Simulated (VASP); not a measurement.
# HgTe (zincblende type) (F-43m) in VASP: further runs

Runs on HgTe (zincblende type). Level: PBE. Tasks: relaxation of cell and atoms.

Program: VASP 6.6.1. These are calculated values, not measurements. Logs are shortened: lines on timing, memory, paths and dates and some standing lists are left out, and cuts for length are marked.

**1. The cell of the first run**

Symmetry: F-43m, No. 216, cubic system. Conventional cell: a = 5.364 Å, b = 5.364 Å, c = 5.364 Å, α = 90.00°, β = 90.00°, γ = 90.00°. Hg (site symmetry -43m) has 4 Te at 2.32 Å within 3.1 Å. Within 3.1 Å of Te (site symmetry -43m) lie 4 Hg at 2.32 Å.

**2. Relaxation of cell and atoms, PBE, target pressure 78 GPa, at which the enthalpy is minimised**

Contents of INCAR:

```
  PREC = Accurate
  ENCUT = 600
  EDIFF = 1E-6
  ISMEAR = -1
  SIGMA = 0.05
  LREAL = False
  LASPH = True
  NELM = 100
  ALGO = Normal
  ISIF = 3
  LWAVE = False
  LCHARG = False
  GGA = PE
  IBRION = 2
  NSW = 60
  EDIFFG = -0.005
  PSTRESS = 780.0
```

Contents of KPOINTS:

```
Automatic mesh
0
Gamma
  13 13 13
```

Contents of POSCAR:

```
HgTe
1.0
    0.0000000000      2.6820432047      2.6820432047
    2.6820432047      0.0000000000      2.6820432047
    2.6820432047      2.6820432047      0.0000000000
Hg Te
1 1
Direct
    0.0000000000      0.0000000000      0.0000000000
    0.2500000000      0.2500000000      0.2500000000
```

Potentials or basis: VASP PAW PBE potentials, release 64 (Hg, Te).

Launch:

```bash
$ cat potpaw_PBE.64/Hg/POTCAR potpaw_PBE.64/Te/POTCAR > POTCAR
$ mpirun -np 1 vasp_std > vasp.out
```

OUTCAR:

```text
PREC = Accurate
   ENCUT = 600
   EDIFF = 1E-6
   ISMEAR = -1
   LREAL = False
   LASPH = True
   NELM = 100
   ISIF = 3
   GGA = PE
   IBRION = 2
   NSW = 60
   EDIFFG = -0.005
   PSTRESS = 780.0

 ion  position               nearest neighbor table
   1  0.000  0.000  0.000-   2 2.32   2 2.32   2 2.32   2 2.32
   2  0.250  0.250  0.250-   1 2.32   1 2.32   1 2.32   1 2.32

  LATTYP: Found a face centered cubic cell.
 ALAT       =     5.3640864094

  Lattice vectors:

 A1 = (   0.0000000000,   2.6820432047,   2.6820432047)
 A2 = (   2.6820432047,   0.0000000000,   2.6820432047)
 A3 = (   2.6820432047,   2.6820432047,   0.0000000000)

Analysis of symmetry for initial positions (statically):
=====================================================================
 Subroutine PRICEL returns:
 Original cell was already a primitive cell.

 Routine SETGRP: Setting up the symmetry group for a
 face centered cubic supercell.

 Subroutine GETGRP returns: Found 24 space group operations
 (whereof 24 operations were pure point group operations)
 out of a pool of 48 trial point group operations.

The static configuration has the point symmetry T_d .

Analysis of symmetry for dynamics (positions and initial velocities):
=====================================================================
 Subroutine PRICEL returns:
 Original cell was already a primitive cell.

 Routine SETGRP: Setting up the symmetry group for a
 face centered cubic supercell.

 Subroutine GETGRP returns: Found 24 space group operations
 (whereof 24 operations were pure point group operations)
 out of a pool of 48 trial point group operations.

The dynamic configuration has the point symmetry T_d .

 Subroutine INISYM returns: Found 24 space group operations
 (whereof 24 operations are pure point group operations),
 and found     1 'primitive' translations

----------------------------------------------------------------------------------------

                                     Primitive cell

  volume of cell :      38.5858

  direct lattice vectors                    reciprocal lattice vectors
     0.000000000  2.682043205  2.682043205    -0.186425036  0.186425036  0.186425036
     2.682043205  0.000000000  2.682043205     0.186425036 -0.186425036  0.186425036
     2.682043205  2.682043205  0.000000000     0.186425036  0.186425036 -0.186425036

  length of vectors
     3.792981875  3.792981875  3.792981875     0.322897634  0.322897634  0.322897634

  position of ions in fractional coordinates (direct lattice)
     0.000000000  0.000000000  0.000000000
     0.250000000  0.250000000  0.250000000

  ion indices of the primitive-cell ions
   primitive index   ion index
                 1           1
                 2           2

----------------------------------------------------------------------------------------

 KPOINTS: Automatic mesh

Automatic generation of k-mesh.
 Grid dimensions read from file:
 generate k-points for:   13   13   13

 Generating k-lattice:

  Cartesian coordinates                     Fractional coordinates (reciprocal lattice)
    -0.014340387  0.014340387  0.014340387     0.076923077  0.000000000  0.000000000
     0.014340387 -0.014340387  0.014340387     0.000000000  0.076923077  0.000000000
     0.014340387  0.014340387 -0.014340387     0.000000000  0.000000000  0.076923077

  Length of vectors
     0.024838280  0.024838280  0.024838280

  Shift w.r.t. Gamma in fractional coordinates (k-lattice)
     0.000000000  0.000000000  0.000000000

 Subroutine IBZKPT returns following result:
 ===========================================

 Found     84 irreducible k-points:

 Following reciprocal coordinates:
            Coordinates               Weight
  0.000000  0.000000  0.000000      1.000000
  0.076923  0.000000  0.000000      8.000000
  0.153846  0.000000  0.000000      8.000000
  0.230769  0.000000  0.000000      8.000000
  0.307692  0.000000  0.000000      8.000000
  0.384615  0.000000  0.000000      8.000000
[... 16 lines left out ...]
  0.384615  0.153846  0.000000     24.000000
  0.461538  0.153846  0.000000     24.000000
 [... further k-points ...]
   k-points           NKPTS =     84   k-points in BZ     NKDIM =     84   number of bands    NBANDS=     13
   number of dos      NEDOS =    301   number of ions     NIONS =      2
   total plane-waves  NPLWV =  27000
   dimension x,y,z NGX =    30 NGY =   30 NGZ =   30
   dimension x,y,z NGXF=    60 NGYF=   60 NGZF=   60
   ions per type =               1   1
   NGX,Y,Z   is equivalent  to a cutoff of  13.15, 13.15, 13.15 a.u.
   NGXF,Y,Z  is equivalent  to a cutoff of  26.30, 26.30, 26.30 a.u.
 SYSTEM =  unknown system
   PREC   = accura    normal or accurate (medium, high low for compatibility)
   ISTART =      0    job   : 0-new  1-cont  2-samecut
   ICHARG =      2    charge: 1-file 2-atom 10-const
   ISPIN  =      1    spin polarized calculation?
   LNONCOLLINEAR =      F non collinear calculations
   LSORBIT =      F    spin-orbit coupling
   LASPH  =      T    aspherical Exc in radial PAW
   ENCUT  =  600.0 eV  44.10 Ry    6.64 a.u.   7.58  7.58  7.58*2*pi/ulx,y,z
   NELM   =    100;   NELMIN=  2; NELMDL= -5     # of ELM steps
   EDIFF  = 0.1E-05   stopping-criterion for ELM
   LREAL  =      F    real-space projection
   EDIFFG = -.5E-02   stopping-criterion for IOM
   NSW    =     60    number of steps for IOM
   IBRION =      2    ionic relax: 0-MD 1-quasi-New 2-CG
   NFREE  =      1    steps in history (QN), initial steepest desc. (CG)
   ISIF   =      3    stress and relaxation
   ISYM   =      2    0-nonsym 1-usesym 2-fastsym
   POTIM  = 0.5000    time-step for ionic-motion
   TEBEG  =    0.0;   TEEND  =   0.0 temperature during run
   PSTRESS=  780.0 pullay stress
   NELECT =      18.0000    total number of electrons
   NUPDOWN=      -1.0000    fix difference up-down
   EMIN   =  10.00;   EMAX   =-10.00  energy-range for DOS
   EFERMI =   0.00;   METHOD = LEGACY
   ISMEAR =    -1;   SIGMA  =   0.05  broadening in eV -4-tet -1-fermi 0-gaus
   EFERMI_NEDOS =   21; number of points for ismear=-14 and -15
   IALGO  =     38    algorithm
   IMIX   =      4    mixing-type and parameters
     AMIX     =   0.40;   BMIX     =  1.00
     AMIX_MAG =   1.60;   BMIX_MAG =  1.00
  volume/ion in A,a.u.               =      19.29       130.19
  Fermi-wavevector in a.u.,A,eV,Ry     =   1.269667  2.399323 21.933337  1.612055
  Thomas-Fermi vector in A             =   2.402696
   LORBIT       =      0    0 simple, 1 ext, 2 COOP (PROOUT), +10 PAW based schemes
   GGA     = PE    functional components
   LHFCALC =     F    Hartree Fock is set to
   AEXX    =    0.0000 exact exchange contribution
   IVDW    =     0    specifies the selected vdW correction
   LEPSILON=     F    determine dielectric tensor
   LRPA    =     F    only Hartree local field effects (RPA)
 conjugate gradient relaxation of ions
 non-spin polarized calculation
  energy-cutoff  :      600.00
  volume of cell :       38.59
 maximum number of plane-waves:      1308
   NGX = 15   NGY = 15   NGZ = 15

--------------------------------------- Ionic step        1  -------------------------------------------

 number of electron      18.0000000 magnetization

 Free energy of the ion-electron system (eV)
  ---------------------------------------------------
  ext. energy  EPLUGINS =         0.00000000
  ---------------------------------------------------
  free energy    TOTEN  =         3.00471682 eV

  energy without entropy =        3.00496345  energy(sigma->0) =        3.00484013

------------------------ aborting loop because EDIFF is reached ----------------------------------------

  FORCE on cell =-STRESS in cart. coord.  units (eV):
  Direction    XX          YY          ZZ          XY          YZ          ZX
  --------------------------------------------------------------------------------------
  -------------------------------------------------------------------------------------
  Total       27.9314604     27.9314604     27.9314604      0.0000000     -0.0000000     -0.0000000
  in kB     1159.7834893   1159.7834893   1159.7834893      0.0000000     -0.0000000     -0.0000000
  external PRESSURE =     379.7834893 kB  Pullay stress =     780.0000000 kB

 VOLUME and BASIS-vectors are now :
 -----------------------------------------------------------------------------
  energy-cutoff  :      600.00
  volume of cell :       38.59
      direct lattice vectors                 reciprocal lattice vectors
     0.000000000  2.682043205  2.682043205    -0.186425036  0.186425036  0.186425036
     2.682043205  0.000000000  2.682043205     0.186425036 -0.186425036  0.186425036
     2.682043205  2.682043205  0.000000000     0.186425036  0.186425036 -0.186425036

 POSITION                                       TOTAL-FORCE (eV/Angst)
 -----------------------------------------------------------------------------------
      0.00000      0.00000      0.00000         0.000000     -0.000000      0.000000
      1.34102      1.34102      1.34102        -0.000000      0.000000     -0.000000
 -----------------------------------------------------------------------------------
    total drift:                                0.000000      0.000000      0.000000

  FREE ENERGIE OF THE ION-ELECTRON SYSTEM (eV)
  ---------------------------------------------------
  free  energy   TOTEN  =         3.0047168168 eV
[... 881 lines left out ...]
 VOLUME and BASIS-vectors are now :
 -----------------------------------------------------------------------------
  energy-cutoff  :      600.00
  volume of cell :       42.52
      direct lattice vectors                 reciprocal lattice vectors
     0.000000000  2.770194069  2.770194069    -0.180492770  0.180492770  0.180492770
     2.770194069  0.000000000  2.770194069     0.180492770 -0.180492770  0.180492770
     2.770194069  2.770194069  0.000000000     0.180492770  0.180492770 -0.180492770

 POSITION                                       TOTAL-FORCE (eV/Angst)
 -----------------------------------------------------------------------------------
      0.00000      0.00000      0.00000        -0.000000     -0.000000     -0.000000
      1.38510      1.38510      1.38510         0.000000      0.000000      0.000000
 -----------------------------------------------------------------------------------
    total drift:                                0.000000      0.000000      0.000000

  FREE ENERGIE OF THE ION-ELECTRON SYSTEM (eV)
  ---------------------------------------------------
  free  energy   TOTEN  =         0.6704815207 eV

  energy  without entropy=        0.6704978073  energy(sigma->0) =        0.67048966

  enthalpy is  TOTEN    =        21.3692545007 eV   P V=       20.6987729799

--------------------------------------- Ionic step        5  -------------------------------------------

 number of electron      17.9999998 magnetization

 Free energy of the ion-electron system (eV)
  ---------------------------------------------------
  ext. energy  EPLUGINS =         0.00000000
  ---------------------------------------------------
  free energy    TOTEN  =         0.72457662 eV

  energy without entropy =        0.72459321  energy(sigma->0) =        0.72458491

 E-fermi :  10.0261     XC(G=0): -11.0320

 val. band max:        9.7844570892   @ k =   0.0000   0.0000   0.0000
 cond. band min:      10.2567318847   @ k =   0.0000   0.0000   0.0000
 fundamental gap:      0.4722747955
 Fermi energy:        10.0261017734

 k-point     1 :       0.0000    0.0000    0.0000
  band No.  band energies     occupation
      1      -7.1219      2.00000
      2      -1.7596      2.00000
      3      -1.7596      2.00000
      4      -1.7596      2.00000
      5      -0.5017      2.00000
      6      -0.5017      2.00000
      7       9.7845      1.98420
      8       9.7845      1.98420
      9       9.7845      1.98420
     10      10.2567      0.01966
     11      12.6290      0.00000
     12      12.6290      0.00000
     13      12.6290      0.00000

 k-point     2 :       0.0769    0.0000    0.0000
  band No.  band energies     occupation
      1      -7.0565      2.00000
      2      -1.7610      2.00000
      3      -1.7391      2.00000
      4      -1.7391      2.00000
      5      -0.5071      2.00000
      6      -0.5071      2.00000
      7       8.5710      2.00000
      8       9.5669      1.99979
      9       9.5669      1.99979
     10      10.8007      0.00000
     11      12.8095      0.00000
     12      12.8521      0.00000
     13      12.8521      0.00000
[... 365 lines left out ...]
 VOLUME and BASIS-vectors are now :
 -----------------------------------------------------------------------------
  energy-cutoff  :      600.00
  volume of cell :       42.41
      direct lattice vectors                 reciprocal lattice vectors
     0.000000000  2.767765177  2.767765177    -0.180651164  0.180651164  0.180651164
     2.767765177  0.000000000  2.767765177     0.180651164 -0.180651164  0.180651164
     2.767765177  2.767765177  0.000000000     0.180651164  0.180651164 -0.180651164

 POSITION                                       TOTAL-FORCE (eV/Angst)
 -----------------------------------------------------------------------------------
      0.00000      0.00000      0.00000        -0.000000     -0.000000      0.000000
      1.38388      1.38388      1.38388         0.000000      0.000000     -0.000000
 -----------------------------------------------------------------------------------
    total drift:                                0.000000      0.000000      0.000000

  FREE ENERGIE OF THE ION-ELECTRON SYSTEM (eV)
  ---------------------------------------------------
  free  energy   TOTEN  =         0.7245766211 eV

  energy  without entropy=        0.7245932055  energy(sigma->0) =        0.72458491

  enthalpy is  TOTEN    =        21.3689515970 eV   P V=       20.6443749759

 reached required accuracy - stopping structural energy minimisation
```

It took 4.1 min on 1 thread of Intel Xeon 8259CL, shared host; peak memory 0.23 GiB.

Results:

| Property | Result |
| --- | --- |
| Free energy | 0.7246 eV |
| Relaxed volume | 21.20 Å³/atom |
| Relaxed cell | a = 3.914 Å, b = 3.914 Å, c = 3.914 Å, α = 60.00°, β = 60.00°, γ = 60.00° |
| Space group after relaxing (to 0.1 Å) | F-43m (No. 216) |
| Energy change on relaxing (the run minimises the enthalpy) | -1140.1 meV/atom |
| Ionic steps | 5 |
| Pressure after relaxing | 78.0 GPa |
| Band gap on the k mesh | 0.47 eV |

The path:
| step | energy change (eV) | largest force (eV/Å) | pressure (GPa) | volume (Å³) |
| --- | --- | --- | --- | --- |
| 1 | 0.0000 | 0.0000 | 115.98 | 38.59 |
| 2 | -6.6310 | 0.0000 | 1.87 | 70.17 |
| 3 | -2.8575 | 0.0000 | 68.56 | 43.67 |
| 4 | -2.3342 | 0.0000 | 77.11 | 42.52 |
| 5 | -2.2801 | 0.0000 | 78.02 | 42.41 |

Final structure:
```
CELL_PARAMETERS angstrom
0.00000 2.76777 2.76777
2.76777 0.00000 2.76777
2.76777 2.76777 0.00000
ATOMIC_POSITIONS crystal
Hg 0.00000 0.00000 0.00000
Te 0.25000 0.25000 0.25000
```

Caveat: the cell is relaxed towards a set pressure, so the run minimises the enthalpy, not the energy; spin-orbit coupling is left out, which moves the levels of the heavy elements; an odd mesh through Γ misses points on the zone boundary, where band edges can lie.

[end of part 1 of 2]
